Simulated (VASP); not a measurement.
# BaTiO3 (Pm-3m) in VASP: further runs, part 2 of 2

VASP 6.6.1. Earlier steps stand in the parts before.

### 4 Single point, r2SCAN+D4

This run uses another cell than the first one, of 12.68 Å³/atom, 0.994 times its volume.

File POSCAR:

```
BaTiO3
1.0
    3.9879104515      0.0000000000      0.0000000000
    0.0000000000      3.9879104515      0.0000000000
    0.0000000000      0.0000000000      3.9879104515
Ba Ti O
1 1 3
Direct
    0.5000000000      0.5000000000      0.5000000000
    0.0000000000      0.0000000000      0.0000000000
    0.5000000000      0.0000000000      0.0000000000
    0.0000000000      0.5000000000      0.0000000000
    0.0000000000      0.0000000000      0.5000000000
```

File INCAR.step1:

```
ALGO = Normal
EDIFF = 1E-4
ENCUT = 520
GGA = PE
ISMEAR = 0
LASPH = True
LCHARG = False
LREAL = False
LWAVE = True
NBANDS = 28
NELM = 80
PREC = Accurate
SIGMA = 0.01
```

File INCAR.step2:

```
ALGO = Normal
EDIFF = 1E-6
ENCUT = 520
ISIF = 2
ISMEAR = 0
ISTART = 1
IVDW = 13
LASPH = True
LCHARG = False
LMIXTAU = True
LREAL = False
LWAVE = False
METAGGA = R2SCAN
NBANDS = 28
NELM = 80
PREC = Accurate
SIGMA = 0.01
VDW_A1 = 0.51559235
VDW_A2 = 5.77342911
VDW_S6 = 1.0
VDW_S8 = 0.6018749
```

File KPOINTS:

```
k-points
0
Gamma
  3 3 3
```

Potentials or basis: VASP PAW PBE potentials, release 64 (Ba_sv, Ti_sv, O).

Started as:

```
> cat potpaw_PBE.64/Ba_sv/POTCAR potpaw_PBE.64/Ti_sv/POTCAR potpaw_PBE.64/O/POTCAR > POTCAR
> cp INCAR.step1 INCAR
> mpirun -np 1 vasp_std > vasp.out
> cp INCAR.step2 INCAR
> mpirun -np 1 vasp_std > vasp.out
```

OUTCAR:

```text
EDIFF = 1E-6
   ENCUT = 520
   ISIF = 2
   ISMEAR = 0
   ISTART = 1
   IVDW = 13
   LASPH = True
   LREAL = False
   METAGGA = R2SCAN
   NELM = 80
   PREC = Accurate

 ion  position               nearest neighbor table
   1  0.500  0.500  0.500-   3 2.82   4 2.82   5 2.82   3 2.82   4 2.82   3 2.82   5 2.82   3 2.82
                             4 2.82   5 2.82   4 2.82   5 2.82   2 3.45   2 3.45   2 3.45   2 3.45
   2  0.000  0.000  0.000-   3 1.99   4 1.99   5 1.99   5 1.99   4 1.99   3 1.99   1 3.45   1 3.45
                             1 3.45   1 3.45   1 3.45   1 3.45   1 3.45   1 3.45
   3  0.500  0.000  0.000-   2 1.99   2 1.99   1 2.82   1 2.82   1 2.82   1 2.82
   4  0.000  0.500  0.000-   2 1.99   2 1.99   1 2.82   1 2.82   1 2.82   1 2.82
   5  0.000  0.000  0.500-   2 1.99   2 1.99   1 2.82   1 2.82   1 2.82   1 2.82

  LATTYP: Found a simple cubic cell.
 ALAT       =     3.9879104515

  Lattice vectors:

 A1 = (   3.9879104515,   0.0000000000,   0.0000000000)
 A2 = (   0.0000000000,   3.9879104515,   0.0000000000)
 A3 = (   0.0000000000,   0.0000000000,   3.9879104515)

Analysis of symmetry for initial positions (statically):
=====================================================================
 Subroutine PRICEL returns:
 Original cell was already a primitive cell.

[... 160 lines left out ...]
 Fermi energy:         3.6860718267

 k-point     1 :       0.0000    0.0000    0.0000
  band No.  band energies     occupation
      1     -55.2983      2.00000
      2     -30.4570      2.00000
      3     -30.4570      2.00000
      4     -30.4570      2.00000
      5     -21.8229      2.00000
      6     -14.2505      2.00000
[... 113 lines left out ...]
     27      12.1764      0.00000
     28      12.2213      0.00000

------------------------ aborting loop because EDIFF is reached ----------------------------------------

  DFT-D4 for vdW energy calculation

  Edisp (eV):   -0.40369

  FORCE on cell =-STRESS in cart. coord.  units (eV):
  Direction    XX          YY          ZZ          XY          YZ          ZX
  --------------------------------------------------------------------------------------
  -------------------------------------------------------------------------------------
  Total       0.80183     0.80183     0.80183     0.00000     0.00000    -0.00000
  in kB      20.25615    20.25615    20.25615     0.00000     0.00000    -0.00000
  external pressure =       20.26 kB  Pullay stress =        0.00 kB

 VOLUME and BASIS-vectors are now :
 -----------------------------------------------------------------------------
  energy-cutoff  :      520.00
  volume of cell :       63.42
      direct lattice vectors                 reciprocal lattice vectors
     3.987910451  0.000000000  0.000000000     0.250757887  0.000000000  0.000000000
     0.000000000  3.987910451  0.000000000     0.000000000  0.250757887  0.000000000
     0.000000000  0.000000000  3.987910451     0.000000000  0.000000000  0.250757887

 POSITION                                       TOTAL-FORCE (eV/Angst)
 -----------------------------------------------------------------------------------
      1.99396      1.99396      1.99396         0.000000      0.000000      0.000000
      0.00000      0.00000      0.00000         0.000000      0.000000      0.000000
      1.99396      0.00000      0.00000         0.000000      0.000000      0.000000
      0.00000      1.99396      0.00000         0.000000      0.000000      0.000000
      0.00000      0.00000      1.99396         0.000000      0.000000      0.000000
 -----------------------------------------------------------------------------------
    total drift:                               -0.000000     -0.000000      0.000000

  FREE ENERGIE OF THE ION-ELECTRON SYSTEM (eV)
  ---------------------------------------------------
  free  energy   TOTEN  =       -74.5340437727 eV

  energy  without entropy=      -74.5340437727  energy(sigma->0) =      -74.53404377
```

OSZICAR.step1:

```text
N       E                     dE             d eps       ncg     rms          rms(c)
DAV:   1     0.429326658444E+03    0.42933E+03   -0.20434E+04   224   0.152E+03
DAV:   2    -0.510630623095E+01   -0.43443E+03   -0.41193E+03   244   0.425E+02
DAV:   3    -0.481981590729E+02   -0.43092E+02   -0.42608E+02   264   0.139E+02
DAV:   4    -0.508670022850E+02   -0.26688E+01   -0.26644E+01   360   0.298E+01
DAV:   5    -0.509013677234E+02   -0.34365E-01   -0.34351E-01   280   0.349E+00    0.231E+01
DAV:   6    -0.399656365411E+02    0.10936E+02   -0.60246E+01   332   0.661E+01    0.961E+00
DAV:   7    -0.399532578596E+02    0.12379E-01   -0.73867E+00   280   0.200E+01    0.655E+00
DAV:   8    -0.398276377083E+02    0.12562E+00   -0.68964E-01   276   0.780E+00    0.262E+00
DAV:   9    -0.398569403826E+02   -0.29303E-01   -0.20288E-01   288   0.301E+00    0.118E+00
DAV:  10    -0.398441491826E+02    0.12791E-01   -0.52928E-02   260   0.238E+00    0.477E-01
DAV:  11    -0.398428005826E+02    0.13486E-02   -0.51411E-03   328   0.616E-01    0.733E-02
DAV:  12    -0.398428483212E+02   -0.47739E-04   -0.52349E-04   232   0.169E-01
   1 F= -.39842848E+02 E0= -.39842848E+02  d E =-.150331-139
```

It took 87 s on 1 thread of AMD EPYC 7R13, shared host; peak memory 0.15 GiB.

Results:

| Property | Result |
| --- | --- |
| Free energy | -74.5340 eV |
| Pressure | 2.0 GPa |
| Band gap on the k mesh | 2.23 eV, direct |
| Dispersion energy per atom | -0.081 eV |

Caveat: the k points lie up to 0.53 Å⁻¹ apart; the PAW data sets were made with another functional, which shifts forces and pressure a little; spin-orbit coupling is left out, which moves the levels of the heavy elements. r2SCAN opens gaps a little over a GGA but as a rule still falls short of measured ones.

### 5 Relaxation of cell and atoms, r2SCAN

This run uses another cell than the first one, of 12.86 Å³/atom, 1.008 times its volume.

POSCAR: that of step 4 with these lines changed.

```diff
@@ -2,5 +2,5 @@
 1.0
-    3.9879104515      0.0000000000      0.0000000000
-    0.0000000000      3.9879104515      0.0000000000
-    0.0000000000      0.0000000000      3.9879104515
+    4.0060000000      0.0000000000      0.0000000000
+    0.0000000000      4.0060000000      0.0000000000
+    0.0000000000      0.0000000000      4.0060000000
 Ba Ti O
```

File INCAR.step1:

```
SYSTEM = BaTiO3
PREC = Accurate
ENCUT = 600
ISMEAR = 0
SIGMA = 0.01
LREAL = .FALSE.
LASPH = .TRUE.
NELM = 60
GGA = PE
ALGO = Normal
EDIFF = 1E-4
LWAVE = .TRUE.
LCHARG = .FALSE.
```

File INCAR.step2:

```
SYSTEM = BaTiO3
PREC = Accurate
ENCUT = 600
EDIFF = 1E-6
ISMEAR = 0
SIGMA = 0.01
LREAL = .FALSE.
LASPH = .TRUE.
NELM = 60
ALGO = Normal
ISIF = 3
LWAVE = .FALSE.
LCHARG = .FALSE.
METAGGA = R2SCAN
LMIXTAU = .TRUE.
IBRION = 2
NSW = 80
EDIFFG = -0.01
ISTART = 1
```

File KPOINTS:

```
regular mesh
0
G
  3 3 3
  0 0 0
```

Potentials or basis: VASP PAW PBE potentials, release 64 (Ba_sv, Ti_sv, O).

Started as:

```
> cat potpaw_PBE.64/Ba_sv/POTCAR potpaw_PBE.64/Ti_sv/POTCAR potpaw_PBE.64/O/POTCAR > POTCAR
> cp INCAR.step1 INCAR
> mpirun -np 1 vasp_std > vasp.out
> cp INCAR.step2 INCAR
> mpirun -np 1 vasp_std > vasp.out
```

OUTCAR:

```text
SYSTEM = BaTiO3
   PREC = Accurate
   ENCUT = 600
   EDIFF = 1E-6
   ISMEAR = 0
   LREAL = .FALSE.
   LASPH = .TRUE.
   NELM = 60
   ISIF = 3
   METAGGA = R2SCAN
   IBRION = 2
   NSW = 80
   EDIFFG = -0.01
   ISTART = 1

 ion  position               nearest neighbor table
   1  0.500  0.500  0.500-   3 2.83   4 2.83   5 2.83   3 2.83   4 2.83   3 2.83   5 2.83   3 2.83
                             4 2.83   5 2.83   4 2.83   5 2.83   2 3.47   2 3.47   2 3.47   2 3.47
   2  0.000  0.000  0.000-   3 2.00   4 2.00   5 2.00   5 2.00   4 2.00   3 2.00   1 3.47   1 3.47
                             1 3.47   1 3.47   1 3.47   1 3.47   1 3.47   1 3.47
   3  0.500  0.000  0.000-   2 2.00   2 2.00   1 2.83   1 2.83   1 2.83   1 2.83
   4  0.000  0.500  0.000-   2 2.00   2 2.00   1 2.83   1 2.83   1 2.83   1 2.83
   5  0.000  0.000  0.500-   2 2.00   2 2.00   1 2.83   1 2.83   1 2.83   1 2.83

  LATTYP: Found a simple cubic cell.
 ALAT       =     4.0060000000

  Lattice vectors:
[... 173 lines left out ...]
  Total        0.1886226      0.1886226      0.1886226      0.0000000      0.0000000     -0.0000000
  in kB        4.7007969      4.7007969      4.7007969      0.0000000      0.0000000     -0.0000000
  external PRESSURE =       4.7007969 kB  Pullay stress =       0.0000000 kB
[... 65 lines left out ...]
--------------------------------------- Ionic step        3  -------------------------------------------

 number of electron      40.0000000 magnetization

 Free energy of the ion-electron system (eV)
  ---------------------------------------------------
  ext. energy  EPLUGINS =         0.00000000
  ---------------------------------------------------
  free energy    TOTEN  =       -74.14899418 eV

  energy without entropy =      -74.14899418  energy(sigma->0) =      -74.14899418

 E-fermi :   3.4564     XC(G=0): -11.8898

 val. band max:        3.3481832318   @ k =   0.0000   0.0000   0.0000
 cond. band min:       5.5542439677   @ k =   0.0000   0.0000   0.0000
 fundamental gap:      2.2060607359
 Fermi energy:         3.4563891275

 k-point     1 :       0.0000    0.0000    0.0000
  band No.  band energies     occupation
      1     -55.5004      2.00000
      2     -30.6503      2.00000
      3     -30.6503      2.00000
      4     -30.6503      2.00000
      5     -21.9844      2.00000
      6     -14.3424      2.00000
[... 129 lines left out ...]
  FREE ENERGIE OF THE ION-ELECTRON SYSTEM (eV)
  ---------------------------------------------------
  free  energy   TOTEN  =       -74.1489941770 eV

  energy  without entropy=      -74.1489941770  energy(sigma->0) =      -74.14899418

 reached required accuracy - stopping structural energy minimisation
```

Run time: 3.4 min. Hardware: 1 thread of AMD EPYC 7R13, shared host; peak memory 0.17 GiB.

What came out:

| Item | Value |
| --- | --- |
| Free energy | -74.1490 eV |
| Relaxed volume | 12.89 Å³/atom |
| Relaxed cell | a = 4.009 Å, b = 4.009 Å, c = 4.009 Å, α = 90.00°, β = 90.00°, γ = 90.00° |
| Space group after relaxing (to 0.05 Å) | Pm-3m (No. 221) |
| Energy gained by relaxing | 0.0 meV/atom |
| Ionic steps | 3 |
| Pressure after relaxing | 0.0 GPa |
| Band gap on the k mesh | 2.21 eV, direct |

The path:
```
step  energy change (eV)  largest force (eV/Å)  pressure (GPa)  volume (Å³)
   1              0.0000                0.0000            0.47        64.29
   2              0.0001                0.0000           -0.51        64.64
   3             -0.0002                0.0000            0.00        64.45
```

Final structure:
```
Ba Ti O
1.0
     4.00937    0.00000    0.00000
     0.00000    4.00937    0.00000
     0.00000    0.00000    4.00937
Ba Ti O
1 1 3
Cartesian
  2.0047 2.0047 2.0047
  0.0000 0.0000 0.0000
  2.0047 0.0000 0.0000
  0.0000 2.0047 0.0000
  0.0000 0.0000 2.0047
```

Levels at points of the mesh, in eV from the valence-band top:
```csv
k point,band 18,band 19,band 20,band 21,band 22,band 23
"(0.00, 0.00, 0.00)",0.00,0.00,0.00,2.21,2.21,2.21
```

Caveat: the k points lie up to 0.52 Å⁻¹ apart in the final cell; the PAW data sets were made with another functional, which shifts forces and pressure a little; spin-orbit coupling is left out, which moves the levels of the heavy elements. A k mesh can miss the band edges.

### 6 Summary

| task | level | cell | cutoff (eV) | gap on the mesh (eV) | pressure (GPa) |
| --- | --- | --- | --- | --- | --- |
| single point | r2SCAN | a = 3.996 Å, 5 atoms | 520 | 2.22 | 2.0 |
| single point | r2SCAN+rVV10 | a = 3.985 Å, 5 atoms | 520 | 2.23 | 2.3 |
| single point | r2SCAN+D4 | a = 3.988 Å, 5 atoms | 520 | 2.23 | 2.0 |
| relaxation of cell and atoms | r2SCAN | relaxed from a = 4.006 Å, 5 atoms | 600 | 2.21 | 0.0 |

Alike in all rows: potentials or basis VASP PAW PBE potentials, release 64 (Ba_sv, Ti_sv, O); no spin polarisation; k mesh 3 × 3 × 3; smearing gaussian 0.01 eV.

Caveats: all runs use coarse meshes; the PAW data sets were made with another functional, which shifts forces and pressure a little; spin-orbit coupling is left out, which moves the levels of the heavy elements.

Total energies depend on the potentials used, so only differences within one code and one set of settings carry meaning.
